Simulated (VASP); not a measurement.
# GdO (F-43m) in VASP: a series of runs

Aim: see how the results for GdO move with the level of theory and the settings. Levels: LDA+U, r2SCAN+U. Tasks: single point.

Everything below comes from runs of VASP 6.6.1. Logs are shortened: lines on timing, memory, paths and dates and some standing lists are left out, and cuts for length are marked.

### 1 The cell of the first run

The structure is cubic, space group F-43m (No. 216). The conventional cell has a = 5.400 Å, b = 5.400 Å, c = 5.400 Å, α = 90.00°, β = 90.00°, γ = 90.00°. Gd (site symmetry -43m) has 4 O at 2.34 Å within 3.1 Å. Within 3.1 Å of O (site symmetry -43m) lie 4 Gd at 2.34 Å.

### 2 Single point, LDA+U, collinear spin, ferromagnetic start

Input file INCAR:

```
ALGO = Normal ; EDIFF = 1E-6
ENCUT = 520 ; GGA = CA
ISIF = 2 ; ISMEAR = -1
ISPIN = 2 ; LASPH = T
LCHARG = F ; LDAU = T
LDAUJ = 0 0 ; LDAUL = 3 -1
LDAUPRINT = 1 ; LDAUTYPE = 2
LDAUU = 5 0 ; LMAXMIX = 6
LORBIT = 11 ; LREAL = F
LWAVE = F ; MAGMOM = 7 0
NBANDS = 23 ; NELM = 150
PREC = Accurate ; SIGMA = 0.05
```

Input file KPOINTS:

```
k-points
0
Gamma
  9 9 9
```

Input file POSCAR:

```
GdO
1.0
    0.0000000000      2.7000000000      2.7000000000
    2.7000000000      0.0000000000      2.7000000000
    2.7000000000      2.7000000000      0.0000000000
Gd O
1 1
Direct
    0.0000000000      0.0000000000      0.0000000000
    0.2500000000      0.2500000000      0.2500000000
```

Potentials or basis: VASP PAW PBE potentials, release 64 (Gd, O).

The run is started by

```
cat potpaw_PBE.64/Gd/POTCAR potpaw_PBE.64/O/POTCAR > POTCAR
mpirun -np 1 vasp_std > vasp.out
```

OUTCAR:

```text
EDIFF = 1E-6
   ENCUT = 520
   GGA = CA
   ISIF = 2
   ISMEAR = -1
   ISPIN = 2
   LASPH = T
   LORBIT = 11
   LREAL = F
   NELM = 150
   PREC = Accurate

 ion  position               nearest neighbor table
   1  0.000  0.000  0.000-   2 2.34   2 2.34   2 2.34   2 2.34
   2  0.250  0.250  0.250-   1 2.34   1 2.34   1 2.34   1 2.34

  LATTYP: Found a face centered cubic cell.
 ALAT       =     5.4000000000

  Lattice vectors:

 A1 = (   0.0000000000,   2.7000000000,   2.7000000000)
 A2 = (   2.7000000000,   0.0000000000,   2.7000000000)
 A3 = (   2.7000000000,   2.7000000000,   0.0000000000)

Analysis of symmetry for initial positions (statically):
=====================================================================
 Subroutine PRICEL returns:
 Original cell was already a primitive cell.

 Routine SETGRP: Setting up the symmetry group for a
 face centered cubic supercell.

 Subroutine GETGRP returns: Found 24 space group operations
 (whereof 24 operations were pure point group operations)
 out of a pool of 48 trial point group operations.

The static configuration has the point symmetry T_d .

Analysis of symmetry for dynamics (positions and initial velocities):
=====================================================================
 Subroutine PRICEL returns:
 Original cell was already a primitive cell.

 Routine SETGRP: Setting up the symmetry group for a
 face centered cubic supercell.

 Subroutine GETGRP returns: Found 24 space group operations
 (whereof 24 operations were pure point group operations)
 out of a pool of 48 trial point group operations.

The dynamic configuration has the point symmetry T_d .

Analysis of structural, dynamic, and magnetic symmetry:
[... 185 lines left out ...]
  o =  0.9909  v = -0.0033 -0.0000 -0.0026 -0.9998 -0.0105  0.0000  0.0135  0.0000  0.0000  0.0000  0.0000  0.0000  0.0000  0.0000      0.0000  0.0000  0.0000  0.0000  0.0000  0.0000  0.0000  0.0000  0.0000  0.0000  0.0000  0.0000  0.0000  0.0000
  o =  0.9909  v =  0.7906 -0.0000  0.6124 -0.0042 -0.0000 -0.0000  0.0001  0.0000  0.0000  0.0000  0.0000  0.0000  0.0000  0.0000      0.0000  0.0000  0.0000  0.0000  0.0000  0.0000  0.0000  0.0000  0.0000  0.0000  0.0000  0.0000  0.0000  0.0000
  o =  0.9909  v =  0.0000  0.0000  0.0000  0.0171 -0.6123 -0.0000  0.7905  0.0000  0.0000  0.0000  0.0000  0.0000  0.0000  0.0000      0.0000  0.0000  0.0000  0.0000  0.0000  0.0000  0.0000  0.0000  0.0000  0.0000  0.0000  0.0000  0.0000  0.0000
  o =  0.9913  v =  0.0002 -0.0000 -0.0003 -0.0000  0.7905  0.0115  0.6123  0.0000  0.0000  0.0000  0.0000  0.0000  0.0000  0.0000      0.0000  0.0000  0.0000  0.0000  0.0000  0.0000  0.0000  0.0000  0.0000  0.0000  0.0000  0.0000  0.0000  0.0000
  o =  0.9913  v =  0.6124  0.0000 -0.7906 -0.0000 -0.0003 -0.0008 -0.0002  0.0000  0.0000  0.0000  0.0000  0.0000  0.0000  0.0000      0.0000  0.0000  0.0000  0.0000  0.0000  0.0000  0.0000  0.0000  0.0000  0.0000  0.0000  0.0000  0.0000  0.0000
  o =  0.9913  v =  0.0005  0.0000 -0.0007  0.0000 -0.0091  0.9999 -0.0070  0.0000  0.0000  0.0000  0.0000  0.0000  0.0000  0.0000      0.0000  0.0000  0.0000  0.0000  0.0000  0.0000  0.0000  0.0000  0.0000  0.0000  0.0000  0.0000  0.0000  0.0000
  o =  0.9967  v = -0.0000 -1.0000 -0.0000  0.0000 -0.0000  0.0000 -0.0000  0.0000  0.0000  0.0000  0.0000  0.0000  0.0000  0.0000      0.0000  0.0000  0.0000  0.0000  0.0000  0.0000  0.0000  0.0000  0.0000  0.0000  0.0000  0.0000  0.0000  0.0000

 number of electron      23.9999990 magnetization       7.8311042

 Free energy of the ion-electron system (eV)
  ---------------------------------------------------
  ext. energy  EPLUGINS =         0.00000000
  ---------------------------------------------------
  free energy    TOTEN  =       -22.45279608 eV

  energy without entropy =      -22.44509155  energy(sigma->0) =      -22.44894381

 E-fermi :   3.9212     XC(G=0): -10.5344

 val. band max:        3.8986393449   @ k =  -0.2222   0.2222   0.0000
 cond. band min:       3.9290670015   @ k =   0.4444   0.1111   0.0000
 fundamental gap:      0.0304276567
 Fermi energy:         3.9211947523

 spin component 1

 k-point     1 :       0.0000    0.0000    0.0000
  band No.  band energies     occupation
      1     -41.8101      1.00000
      2     -19.1759      1.00000
      3     -19.1759      1.00000
      4     -19.1759      1.00000
      5     -15.3766      1.00000
      6      -4.1776      1.00000
[... 1241 lines left out ...]
     22      14.1685      0.00000
     23      15.0376      0.00000

 [... further k-points ...]

------------------------ aborting loop because EDIFF is reached ----------------------------------------

  FORCE on cell =-STRESS in cart. coord.  units (eV):
  Direction    XX          YY          ZZ          XY          YZ          ZX
  --------------------------------------------------------------------------------------
  -------------------------------------------------------------------------------------
  Total       -1.6151321     -1.6151321     -1.6151321     -0.0000000     -0.0000000      0.0000000
  in kB      -65.7351030    -65.7351030    -65.7351030     -0.0000000     -0.0000000      0.0000000
  external PRESSURE =     -65.7351030 kB  Pullay stress =       0.0000000 kB

 VOLUME and BASIS-vectors are now :
 -----------------------------------------------------------------------------
  energy-cutoff  :      520.00
  volume of cell :       39.37
      direct lattice vectors                 reciprocal lattice vectors
     0.000000000  2.700000000  2.700000000    -0.185185185  0.185185185  0.185185185
     2.700000000  0.000000000  2.700000000     0.185185185 -0.185185185  0.185185185
     2.700000000  2.700000000  0.000000000     0.185185185  0.185185185 -0.185185185

 POSITION                                       TOTAL-FORCE (eV/Angst)
 -----------------------------------------------------------------------------------
      0.00000      0.00000      0.00000         0.000000     -0.000000      0.000000
      1.35000      1.35000      1.35000        -0.000000      0.000000     -0.000000
 -----------------------------------------------------------------------------------
    total drift:                                0.000000      0.000000      0.000000

  FREE ENERGIE OF THE ION-ELECTRON SYSTEM (eV)
  ---------------------------------------------------
  free  energy   TOTEN  =       -22.4527960779 eV

  energy  without entropy=      -22.4450915486  energy(sigma->0) =      -22.44894381

 total charge

# of ion       s       p       d       f       tot
--------------------------------------------------
    1        2.032   5.603   0.522   6.978  15.135
    2        1.557   3.406   0.000   0.000   4.962
--------------------------------------------------
tot          3.589   9.009   0.522   6.978  20.097

 magnetization (x)

# of ion       s       p       d       f       tot
--------------------------------------------------
    1        0.007  -0.035   0.209   6.898   7.079
    2        0.002  -0.005   0.000   0.000  -0.002
--------------------------------------------------
tot          0.009  -0.040   0.209   6.898   7.076
```

Wall time 34 s (1 thread of Intel Xeon 6975P-C (Granite Rapids), shared host); peak memory 0.19 GiB.

What came out:

* Free energy: -22.4528 eV
* Pressure: -6.6 GPa
* Net moment: 7.83 μB per cell
* Site moments: Gd +7.08; O -0.00 μB
* Valence electrons inside the program's atomic spheres: Gd 15.13; O 4.96

Eigenvalues of the final occupation matrices:
| site | spin | trace | eigenvalues |
| --- | --- | --- | --- |
| site 1 f | 1 | 6.94 | 0.99 0.99 0.99 0.99 0.99 0.99 1.00 |
| site 1 f | 2 | 0.04 | 0.00 0.00 0.00 0.00 0.00 0.00 0.02 |

Caveat: the cell stands under tension; the PAW data sets were made with another functional, which shifts forces and pressure a little; spin-orbit coupling is left out, which moves the levels of the heavy elements; a cell with one magnetic atom can't hold antiferromagnetic order, which such compounds often take.

### 3 Single point, r2SCAN+U, collinear spin, ferromagnetic start

POSCAR is that of step 2.

Input file INCAR.step1:

```
PREC = Accurate
ENCUT = 520
ISMEAR = -1
SIGMA = 0.05
LREAL = F
LASPH = T
NELM = 150
ISPIN = 2
MAGMOM = 7 0
LMAXMIX = 6
LDAU = T
LDAUTYPE = 2
LDAUL = 3 -1
LDAUU = 4 0
LDAUJ = 0 0
NBANDS = 23
GGA = PE
ALGO = Normal
EDIFF = 1E-4
LWAVE = T
LCHARG = F
```

Input file INCAR.step2:

```
PREC = Accurate
ENCUT = 520
EDIFF = 1E-7
ISMEAR = -1
SIGMA = 0.05
LREAL = F
LASPH = T
NELM = 150
ALGO = Normal
ISIF = 2
LWAVE = F
LCHARG = T
ISPIN = 2
MAGMOM = 7 0
LORBIT = 11
LMAXMIX = 6
LDAU = T
LDAUTYPE = 2
LDAUL = 3 -1
LDAUU = 4 0
LDAUJ = 0 0
LDAUPRINT = 1
METAGGA = R2SCAN
LMIXTAU = T
LELF = T
LVHAR = T
NBANDS = 23
ISTART = 1
```

Input file KPOINTS:

```
regular mesh
0
Gamma
  9 9 9
```

Potentials or basis: VASP PAW PBE potentials, release 64 (Gd, O).

The run is started by

```
cat potpaw_PBE.64/Gd/POTCAR potpaw_PBE.64/O/POTCAR > POTCAR
cp INCAR.step1 INCAR
mpirun -np 1 vasp_std > vasp.out
cp INCAR.step2 INCAR
mpirun -np 1 vasp_std > vasp.out
```

OUTCAR:

```text
PREC = Accurate
   ENCUT = 520
   EDIFF = 1E-7
   ISMEAR = -1
   LREAL = F
   LASPH = T
   NELM = 150
   ISIF = 2
   ISPIN = 2
   LORBIT = 11
   METAGGA = R2SCAN
   ISTART = 1

 ion  position               nearest neighbor table
   1  0.000  0.000  0.000-   2 2.34   2 2.34   2 2.34   2 2.34
   2  0.250  0.250  0.250-   1 2.34   1 2.34   1 2.34   1 2.34

  LATTYP: Found a face centered cubic cell.
 ALAT       =     5.4000000000

  Lattice vectors:

 A1 = (   0.0000000000,   2.7000000000,   2.7000000000)
 A2 = (   2.7000000000,   0.0000000000,   2.7000000000)
 A3 = (   2.7000000000,   2.7000000000,   0.0000000000)

Analysis of symmetry for initial positions (statically):
=====================================================================
 Subroutine PRICEL returns:
 Original cell was already a primitive cell.

 Routine SETGRP: Setting up the symmetry group for a
 face centered cubic supercell.

[... 240 lines left out ...]
      6      -4.0351      1.00000
[... 1241 lines left out ...]
     22      15.5229      0.00000
     23      16.1238      0.00000

 [... further k-points ...]

------------------------ aborting loop because EDIFF is reached ----------------------------------------

  FORCE on cell =-STRESS in cart. coord.  units (eV):
  Direction    XX          YY          ZZ          XY          YZ          ZX
  --------------------------------------------------------------------------------------
  -------------------------------------------------------------------------------------
  Total       -0.4567446     -0.4567446     -0.4567446     -0.0000000     -0.0000000      0.0000000
  in kB      -18.5892845    -18.5892845    -18.5892845     -0.0000000     -0.0000000      0.0000000
  external PRESSURE =     -18.5892845 kB  Pullay stress =       0.0000000 kB

 VOLUME and BASIS-vectors are now :
 -----------------------------------------------------------------------------
  energy-cutoff  :      520.00
  volume of cell :       39.37
      direct lattice vectors                 reciprocal lattice vectors
     0.000000000  2.700000000  2.700000000    -0.185185185  0.185185185  0.185185185
     2.700000000  0.000000000  2.700000000     0.185185185 -0.185185185  0.185185185
     2.700000000  2.700000000  0.000000000     0.185185185  0.185185185 -0.185185185

 POSITION                                       TOTAL-FORCE (eV/Angst)
 -----------------------------------------------------------------------------------
      0.00000      0.00000      0.00000         0.000000      0.000000     -0.000000
      1.35000      1.35000      1.35000        -0.000000     -0.000000      0.000000
 -----------------------------------------------------------------------------------
    total drift:                                0.000000      0.000000      0.000000

  FREE ENERGIE OF THE ION-ELECTRON SYSTEM (eV)
  ---------------------------------------------------
  free  energy   TOTEN  =       -52.7108805773 eV

  energy  without entropy=      -52.7076148932  energy(sigma->0) =      -52.70924774

 total charge

# of ion       s       p       d       f       tot
--------------------------------------------------
    1        2.037   5.669   0.487   6.973  15.167
    2        1.570   3.467   0.000   0.000   5.037
--------------------------------------------------
tot          3.608   9.136   0.487   6.973  20.205

 magnetization (x)

# of ion       s       p       d       f       tot
--------------------------------------------------
    1        0.001  -0.105   0.202   6.916   7.014
    2        0.006   0.011   0.000   0.000   0.017
--------------------------------------------------
tot          0.007  -0.094   0.202   6.916   7.031
```

OUTCAR.step1:

```text
PREC = Accurate
   ENCUT = 520
   ISMEAR = -1
   LREAL = F
   LASPH = T
   NELM = 150
[... 1491 lines left out ...]
 -----------------------------------------------------------------------------------
      0.00000      0.00000      0.00000        -0.000000     -0.000000     -0.000000
      1.35000      1.35000      1.35000         0.000000      0.000000      0.000000
 -----------------------------------------------------------------------------------
    total drift:                                0.000000      0.000000      0.000000

  FREE ENERGIE OF THE ION-ELECTRON SYSTEM (eV)
  ---------------------------------------------------
  free  energy   TOTEN  =       -21.7828361139 eV

  energy  without entropy=      -21.7763627630  energy(sigma->0) =      -21.77959944
```

OSZICAR.step1:

```text
N       E                     dE             d eps       ncg     rms          rms(c)
DAV:   1     0.161791151542E+03    0.16179E+03   -0.85664E+03  4540   0.532E+03
DAV:   2     0.296696009107E+01   -0.15882E+03   -0.13619E+03  4496   0.487E+02
DAV:   3    -0.172675962471E+02   -0.20235E+02   -0.19764E+02  4811   0.121E+02
DAV:   4    -0.196241986367E+02   -0.23566E+01   -0.23395E+01  5962   0.267E+01
DAV:   5    -0.196906029257E+02   -0.66404E-01   -0.66337E-01  4961   0.621E+00    0.417E+01
DAV:   6    -0.226255396278E+02   -0.29349E+01   -0.19974E+01  5263   0.142E+02    0.831E+01
DAV:   7    -0.218953682868E+02    0.73017E+00   -0.27914E+00  5137   0.220E+01    0.554E+01
DAV:   8    -0.217272046473E+02    0.16816E+00   -0.45676E-01  5501   0.150E+01    0.332E+01
DAV:   9    -0.217755457725E+02   -0.48341E-01   -0.20295E-01  5510   0.121E+01    0.819E+00
DAV:  10    -0.217806477810E+02   -0.51020E-02   -0.51856E-02  5679   0.696E+00    0.630E+00
DAV:  11    -0.217818120502E+02   -0.11643E-02   -0.14060E-02  6010   0.419E+00    0.627E+00
DAV:  12    -0.217822720711E+02   -0.46002E-03   -0.36853E-03  4494   0.360E-01    0.602E+00
DAV:  13    -0.217825303196E+02   -0.25825E-03   -0.16434E-03  4826   0.137E+00    0.304E+00
DAV:  14    -0.217828504928E+02   -0.32017E-03   -0.31690E-03  5101   0.267E+00    0.214E+00
DAV:  15    -0.217830128080E+02   -0.16232E-03   -0.10312E-03  5186   0.247E-01    0.190E+00
DAV:  16    -0.217829019345E+02    0.11087E-03   -0.42083E-04  3474   0.841E-01    0.568E-01
DAV:  17    -0.217828361139E+02    0.65821E-04   -0.15936E-04  3160   0.594E-01
   1 F= -.21782836E+02 E0= -.21779599E+02  d E =-.647335E-02  mag=     7.9074
```

Wall time 2.1 min (1 thread of Intel Xeon 6975P-C (Granite Rapids), shared host); peak memory 0.22 GiB.

Results:

* Free energy: -52.7109 eV
* Pressure: -1.9 GPa
* Net moment: 7.96 μB per cell
* Site moments: Gd +7.01; O +0.02 μB
* Valence electrons inside the program's atomic spheres: Gd 15.17; O 5.04

Eigenvalues of the final occupation matrices:
```tsv
site	spin	trace	eigenvalues
site 1 f	1	6.95	0.99 0.99 0.99 0.99 0.99 0.99 1.00
site 1 f	2	0.03	0.00 0.00 0.00 0.00 0.00 0.00 0.01
```

Caveat: the PAW data sets were made with another functional, which shifts forces and pressure a little; spin-orbit coupling is left out, which moves the levels of the heavy elements; a cell with one magnetic atom can't hold antiferromagnetic order, which such compounds often take. The state reached can hang on the start; a lower one may exist.
